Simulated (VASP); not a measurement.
# BP (R-3m) in VASP: single point with PBE

Aim: the single point of BP with PBE.

All numbers are computed with VASP 6.6.1; they aren't measurements. Logs are shortened: lines on timing, memory, paths and dates and some standing lists are left out, and cuts for length are marked.

## Step 1: The cell of the first run

It takes space group R-3m (No. 166, trigonal). The conventional cell has a = 3.214 Å, b = 3.214 Å, c = 27.944 Å, α = 90.00°, β = 90.00°, γ = 120.00°. B (site symmetry 3m) has 3 P at 1.86 Å within 2.5 Å. P (site symmetry 3m) has 3 B at 1.86 Å within 2.5 Å.

## Step 2: Single point, PBE (atoms taken out)

INCAR reads:

```
PREC = Accurate
ENCUT = 520
EDIFF = 1E-6
ISMEAR = 0
SIGMA = 0.02
LREAL = F
LASPH = T
NELM = 100
ALGO = Normal
ISIF = 2
LWAVE = F
LCHARG = T
GGA = PE
LELF = T
LVHAR = T
NBANDS = 16
```

KPOINTS reads:

```
Automatic mesh
0
Gamma
  12 12 12
```

POSCAR reads:

```
BP
1.0
    1.6071133708      0.9278673372      9.3145115890
   -1.6071133708      0.9278673372      9.3145115890
    0.0000000000     -1.8557346745      9.3145115890
B P
2 2
Direct
    0.9213194734      0.9213194734      0.9213194734
    0.0786805266      0.0786805266      0.0786805266
    0.2546814921      0.2546814921      0.2546814921
    0.7453185079      0.7453185079      0.7453185079
```

Potentials or basis: VASP PAW PBE potentials, release 64 (B, P).

The run is started by

```console
cat potpaw_PBE.64/B/POTCAR potpaw_PBE.64/P/POTCAR > POTCAR
mpirun -np 1 vasp_std > vasp.out
```

OUTCAR:

```text
PREC = Accurate
   ENCUT = 520
   EDIFF = 1E-6
   ISMEAR = 0
   LREAL = F
   LASPH = T
   NELM = 100
   ISIF = 2
   GGA = PE

 ion  position               nearest neighbor table
   1  0.921  0.921  0.921-   3 1.86   3 1.86   3 1.86
   2  0.079  0.079  0.079-   4 1.86   4 1.86   4 1.86
   3  0.255  0.255  0.255-   1 1.86   1 1.86   1 1.86
   4  0.745  0.745  0.745-   2 1.86   2 1.86   2 1.86

  LATTYP: Found a trigonal (rhomboedric) cell.
 ALAT       =     9.4975721805
 COS(alpha) =     0.9427338721

  Lattice vectors:

 A1 = (   1.6071133708,   0.9278673372,   9.3145115890)
 A2 = (  -1.6071133708,   0.9278673372,   9.3145115890)
 A3 = (   0.0000000000,  -1.8557346745,   9.3145115890)

Analysis of symmetry for initial positions (statically):
=====================================================================
 Subroutine PRICEL returns:
 Original cell was already a primitive cell.

 Routine SETGRP: Setting up the symmetry group for a
 trigonal (rhombohedral) supercell.

 Subroutine GETGRP returns: Found 12 space group operations
 (whereof 12 operations were pure point group operations)
 out of a pool of 12 trial point group operations.

The static configuration has the point symmetry D_3d.

Analysis of symmetry for dynamics (positions and initial velocities):
=====================================================================
 Subroutine PRICEL returns:
 Original cell was already a primitive cell.

 Routine SETGRP: Setting up the symmetry group for a
 trigonal (rhombohedral) supercell.

 Subroutine GETGRP returns: Found 12 space group operations
 (whereof 12 operations were pure point group operations)
 out of a pool of 12 trial point group operations.

The dynamic configuration has the point symmetry D_3d.

 Subroutine INISYM returns: Found 12 space group operations
 (whereof 12 operations are pure point group operations),
 and found     1 'primitive' translations

----------------------------------------------------------------------------------------

                                     Primitive cell

  volume of cell :      83.3381

  direct lattice vectors                    reciprocal lattice vectors
     1.607113371  0.927867337  9.314511589     0.311116819  0.179623379  0.035786453
    -1.607113371  0.927867337  9.314511589    -0.311116819  0.179623379  0.035786453
     0.000000000 -1.855734675  9.314511589     0.000000000 -0.359246759  0.035786453

  length of vectors
     9.497572180  9.497572180  9.497572180     0.361024797  0.361024797  0.361024797

  position of ions in fractional coordinates (direct lattice)
     0.921319473  0.921319473  0.921319473
     0.078680527  0.078680527  0.078680527
     0.254681492  0.254681492  0.254681492
     0.745318508  0.745318508  0.745318508

  ion indices of the primitive-cell ions
   primitive index   ion index
                 1           1
                 2           2
                 3           3
                 4           4

----------------------------------------------------------------------------------------

 KPOINTS: Automatic mesh

Automatic generation of k-mesh.
 Grid dimensions read from file:
 generate k-points for:   12   12   12

 Generating k-lattice:

  Cartesian coordinates                     Fractional coordinates (reciprocal lattice)
     0.025926402  0.014968615  0.002982204     0.083333333  0.000000000  0.000000000
    -0.025926402  0.014968615  0.002982204     0.000000000  0.083333333  0.000000000
     0.000000000 -0.029937230  0.002982204     0.000000000  0.000000000  0.083333333

  Length of vectors
     0.030085400  0.030085400  0.030085400

  Shift w.r.t. Gamma in fractional coordinates (k-lattice)
     0.000000000  0.000000000  0.000000000

 Subroutine IBZKPT returns following result:
 ===========================================

 Found    189 irreducible k-points:

 Following reciprocal coordinates:
            Coordinates               Weight
  0.000000  0.000000  0.000000      1.000000
  0.083333  0.000000  0.000000      6.000000
  0.166667  0.000000  0.000000      6.000000
  0.250000  0.000000  0.000000      6.000000
  0.333333  0.000000  0.000000      6.000000
  0.416667  0.000000  0.000000      6.000000
[... 16 lines left out ...]
  0.500000  0.166667  0.000000     12.000000
 -0.416667  0.166667 -0.000000     12.000000
 [... further k-points ...]
   k-points           NKPTS =    189   k-points in BZ     NKDIM =    189   number of bands    NBANDS=     16
   number of dos      NEDOS =    301   number of ions     NIONS =      4
   total plane-waves  NPLWV = 373248
   dimension x,y,z NGX =    72 NGY =   72 NGZ =   72
   dimension x,y,z NGXF=   144 NGYF=  144 NGZF=  144
   ions per type =               2   2
   NGX,Y,Z   is equivalent  to a cutoff of  12.60, 12.60, 12.60 a.u.
   NGXF,Y,Z  is equivalent  to a cutoff of  25.21, 25.21, 25.21 a.u.
 SYSTEM =  unknown system
   PREC   = accura    normal or accurate (medium, high low for compatibility)
   ISTART =      0    job   : 0-new  1-cont  2-samecut
   ICHARG =      2    charge: 1-file 2-atom 10-const
   ISPIN  =      1    spin polarized calculation?
   LNONCOLLINEAR =      F non collinear calculations
   LSORBIT =      F    spin-orbit coupling
   LASPH  =      T    aspherical Exc in radial PAW
   ENCUT  =  520.0 eV  38.22 Ry    6.18 a.u.  17.66 17.66 17.66*2*pi/ulx,y,z
   NELM   =    100;   NELMIN=  2; NELMDL= -5     # of ELM steps
   EDIFF  = 0.1E-05   stopping-criterion for ELM
   LREAL  =      F    real-space projection
[... 7 lines left out ...]
   TEBEG  =    0.0;   TEEND  =   0.0 temperature during run
   PSTRESS=    0.0 pullay stress
   NELECT =      16.0000    total number of electrons
   NUPDOWN=      -1.0000    fix difference up-down
   EMIN   =  10.00;   EMAX   =-10.00  energy-range for DOS
   EFERMI =   0.00;   METHOD = LEGACY
   ISMEAR =     0;   SIGMA  =   0.02  broadening in eV -4-tet -1-fermi 0-gaus
   EFERMI_NEDOS =   21; number of points for ismear=-14 and -15
   IALGO  =     38    algorithm
   IMIX   =      4    mixing-type and parameters
     AMIX     =   0.40;   BMIX     =  1.00
     AMIX_MAG =   1.60;   BMIX_MAG =  1.00
  volume/ion in A,a.u.               =      20.83       140.60
  Fermi-wavevector in a.u.,A,eV,Ry     =   0.944424  1.784702 12.135530  0.891936
  Thomas-Fermi vector in A             =   2.072227
   LORBIT       =      0    0 simple, 1 ext, 2 COOP (PROOUT), +10 PAW based schemes
   GGA     = PE    functional components
   LHFCALC =     F    Hartree Fock is set to
   AEXX    =    0.0000 exact exchange contribution
   IVDW    =     0    specifies the selected vdW correction
   LEPSILON=     F    determine dielectric tensor
   LRPA    =     F    only Hartree local field effects (RPA)
 non-spin polarized calculation
 Gauss-broadening in eV      SIGMA  =   0.02
  energy-cutoff  :      520.00
  volume of cell :       83.34
 maximum number of plane-waves:      2270
   NGX = 35   NGY = 35   NGZ = 35

 number of electron      16.0000001 magnetization

 Free energy of the ion-electron system (eV)
  ---------------------------------------------------
  ext. energy  EPLUGINS =         0.00000000
  ---------------------------------------------------
  free energy    TOTEN  =       -24.35133329 eV

  energy without entropy =      -24.35133329  energy(sigma->0) =      -24.35133329

 E-fermi :   1.8814     XC(G=0):  -7.7793

 val. band max:        1.7406579863   @ k =  -0.3333   0.3333   0.0000
 cond. band min:       2.5036336946   @ k =  -0.1667   0.5000   0.1667
 fundamental gap:      0.7629757083
 Fermi energy:         1.8813504901

 k-point     1 :       0.0000    0.0000    0.0000
  band No.  band energies     occupation
      1     -11.9368      2.00000
      2     -11.8773      2.00000
      3      -2.7162      2.00000
      4      -2.0029      2.00000
      5       0.1126      2.00000
      6       0.1126      2.00000
[... 8 lines left out ...]
     15       7.4595      0.00000
     16       9.0944      0.00000

 k-point     2 :       0.0833    0.0000    0.0000
  band No.  band energies     occupation
      1     -11.8311      2.00000
      2     -11.7723      2.00000
      3      -2.5989      2.00000
      4      -1.8926      2.00000
      5      -0.4267      2.00000
      6      -0.4193      2.00000
[... 8 lines left out ...]
     15       7.9942      0.00000
     16       9.1462      0.00000

 k-point     3 :       0.1667    0.0000    0.0000
  band No.  band energies     occupation
      1     -11.5168      2.00000
      2     -11.4599      2.00000
      3      -2.2496      2.00000
      4      -1.6929      2.00000
      5      -1.6782      2.00000
      6      -1.5640      2.00000
[... 8 lines left out ...]
     15       8.5352      0.00000
     16       8.8980      0.00000

 k-point     4 :       0.2500    0.0000    0.0000
  band No.  band energies     occupation
      1     -11.0046      2.00000
      2     -10.9512      2.00000
      3      -3.2046      2.00000
      4      -3.1832      2.00000
      5      -1.6771      2.00000
      6      -1.0809      2.00000
[... 8 lines left out ...]
     15       9.6195      0.00000
     16       9.6788      0.00000
[... 324 lines left out ...]
 k-point    22 :       0.4167    0.1667    0.0000
  band No.  band energies     occupation
      1     -10.0351      2.00000
      2      -9.9938      2.00000
      3      -4.6956      2.00000
      4      -4.6741      2.00000
      5      -2.7073      2.00000
      6      -2.7014      2.00000
[... 8 lines left out ...]
     15       9.4176      0.00000
     16       9.5905      0.00000

 k-point    23 :       0.5000    0.1667    0.0000
  band No.  band energies     occupation
      1      -9.3021      2.00000
      2      -9.2734      2.00000
      3      -5.8085      2.00000
      4      -5.7823      2.00000
      5      -3.1010      2.00000
      6      -3.0908      2.00000
[... 8 lines left out ...]
     15       9.8512      0.00000
     16      10.1965      0.00000

 k-point    24 :      -0.4167    0.1667   -0.0000
  band No.  band energies     occupation
      1      -8.8825      2.00000
      2      -8.8782      2.00000
      3      -6.3512      2.00000
      4      -6.3359      2.00000
      5      -3.2278      2.00000
      6      -3.2157      2.00000
[... 8 lines left out ...]
     15       9.5691      0.00000
     16      10.1856      0.00000

 [... further k-points ...]

------------------------ aborting loop because EDIFF is reached ----------------------------------------

  FORCE on cell =-STRESS in cart. coord.  units (eV):
  Direction    XX          YY          ZZ          XY          YZ          ZX
  --------------------------------------------------------------------------------------
  -------------------------------------------------------------------------------------
  Total       -0.1058933     -0.1058933     -0.0013304      0.0000000      0.0000000      0.0000000
  in kB       -2.0358002     -2.0358002     -0.0255772      0.0000000      0.0000000      0.0000000
  external PRESSURE =      -1.3657259 kB  Pullay stress =       0.0000000 kB

 VOLUME and BASIS-vectors are now :
 -----------------------------------------------------------------------------
  energy-cutoff  :      520.00
  volume of cell :       83.34
      direct lattice vectors                 reciprocal lattice vectors
     1.607113371  0.927867337  9.314511589     0.311116819  0.179623379  0.035786453
    -1.607113371  0.927867337  9.314511589    -0.311116819  0.179623379  0.035786453
     0.000000000 -1.855734675  9.314511589     0.000000000 -0.359246759  0.035786453

 POSITION                                       TOTAL-FORCE (eV/Angst)
 -----------------------------------------------------------------------------------
      0.00000     -0.00000     25.74492         0.000000     -0.000000      0.000485
      0.00000     -0.00000      2.19861         0.000000      0.000000     -0.000485
      0.00000     -0.00000      7.11670         0.000000      0.000000     -0.000075
      0.00000     -0.00000     20.82683         0.000000     -0.000000      0.000075
 -----------------------------------------------------------------------------------
    total drift:                               -0.000000     -0.000000      0.000000

  FREE ENERGIE OF THE ION-ELECTRON SYSTEM (eV)
  ---------------------------------------------------
  free  energy   TOTEN  =       -24.3513332911 eV

  energy  without entropy=      -24.3513332911  energy(sigma->0) =      -24.35133329
```

It took 28 min on 1 thread of AMD EPYC 7R13 (Zen 3), shared host; peak memory 0.76 GiB.

Results:

```yaml
Free_energy: -24.3513 eV
Pressure: -0.1 GPa
Band_gap_on_the_k_mesh: 0.76 eV
```

Stress tensor (GPa, compression positive):
```
-0.20  0.00  0.00
 0.00 -0.20  0.00
 0.00  0.00  0.00
```

Caveat: the cell differs from its parent crystal (atoms taken out). A k mesh can miss the band edges.
